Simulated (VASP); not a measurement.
Ta: single point with PBE

Ta:

```xyz
1
Lattice="2.5647 0.0000 0.0000 -1.2824 2.2211 0.0000 0.0000 0.0000 2.4299" Properties=species:S:1:pos:R:3 pbc="T T T"
Ta    0.0000    0.0000    0.0000
```

This cell differs from its parent crystal: volume scaled by 0.7.

```json
{
  "Program": "VASP 6.6.1",
  "Task": "single point",
  "Functional": "PBE",
  "Potentials or basis": "VASP PAW PBE potentials, release 64 (Ta_pv)",
  "Cutoff": "520 eV",
  "k mesh": "17 × 17 × 16",
  "Occupations": "fermi-dirac, width 0.05 eV",
  "Spin": "no spin polarisation"
}
```

The pressure is 114.9 GPa.

Stress tensor (GPa, compression positive):
```
114.75   0.00   0.00
  0.00 114.75   0.00
  0.00   0.00 115.08
```

Levels at points of the mesh, in eV from the Fermi level:
```
           k point  band 3  band 4  band 5  band 6  band 7  band 8
(0.00, 0.00, 0.00)  -32.66   -9.26   -4.84    0.07    0.07    9.01
(0.00, 0.00, 0.50)  -32.34   -5.04    0.19    1.47    1.47    3.17
```

It took 51 s on 1 thread of AMD EPYC 7R43 64-Core Processor (Zen 3) (shared host), peak memory 0.12 GiB.

Caveat: spin-orbit coupling is left out, which moves the levels of the heavy elements.
